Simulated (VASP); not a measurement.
GdN:

```
CELL_PARAMETERS angstrom
3.52064 0.00000 0.00000
-1.76032 3.04897 0.00000
0.00000 0.00000 5.70228
ATOMIC_POSITIONS crystal
Gd 0.33333 0.66667 0.38500
Gd 0.66667 0.33333 0.88500
N 0.33333 0.66667 0.00000
N 0.66667 0.33333 0.50000
```

The cell was built from a structure type or drawn by symmetry, and may not be a known phase.

* Program: VASP 6.6.1
* Task: relaxation of cell and atoms
* Functional: PBE
* Potentials or basis: VASP PAW PBE potentials, release 64 (Gd, N)
* Cutoff: 600 eV
* k mesh: 5 × 5 × 3
* Occupations: gaussian, width 0.15 eV
* Spin: collinear spin, ferromagnetic start
* Starting moments: [7.0, 7.0, 0.0, 0.0] μB

At the start: pressure 36.1 GPa; volume 15.30 Å³/atom.

Problem. How do energy, volume and symmetry change on relaxing?

Solution. Over 20 steps the energy falls by 399.8 meV/atom and the volume is 18.12 Å³/atom (+18.4 %); space group P6_3mc (No. 186, to 0.1 Å) before and after; moment 14.00 μB per cell.

Step by step:
```tsv
step	energy change (eV)	largest force (eV/Å)	pressure (GPa)	volume (Å³)
1	0.0000	0.2592	36.11	61.21
2	-0.4102	0.1012	-36.41	97.07
3	-1.3467	0.1955	-5.99	80.78
4	-1.4332	0.1882	-1.48	77.10
5	-1.4377	0.1826	-0.14	76.13
6	-1.4524	0.1919	-0.14	76.05
7	-1.4825	0.2608	-0.14	75.78
8	-1.4932	0.5543	-0.04	74.99
9	-1.4993	0.5285	-0.16	74.95
10	-1.5160	0.4549	-0.48	74.84
11	-1.5437	0.3324	-1.08	74.60
12	-1.5797	0.1673	-1.87	74.05
13	-1.4823	0.0244	0.41	72.61
14	-1.5780	0.2083	-1.75	73.91
15	-1.5707	0.1004	-1.41	73.31
16	-1.5803	0.1802	-1.72	73.74
17	-1.5952	0.1190	-0.32	72.78
18	-1.5976	0.0854	0.49	72.28
19	-1.5976	0.0829	0.57	72.24
20	-1.5990	0.0397	0.02	72.47
```

Final structure:
```yaml
crystal:
  lattice:
    - [4.04532, 0.00000, 0.00000]
    - [-2.02266, 3.50335, 0.00000]
    - [0.00000, 0.00000, 5.11353]
  atoms:
    - { symbol: Gd, position: [0.33333, 0.66667, 0.42495] }
    - { symbol: Gd, position: [0.66667, 0.33333, 0.92495] }
    - { symbol: N, position: [0.33333, 0.66667, 0.96005] }
    - { symbol: N, position: [0.66667, 0.33333, 0.46005] }
```

Caveat: the electronic state changed during the relaxation; the volume moved by over 15 % at a fixed basis, so the end points are rough; semilocal functionals describe open f shells poorly, which spoils levels, moments and volumes; the relaxation stopped at a loose force limit of 0.08 eV/Å, so its end isn't a converged minimum.
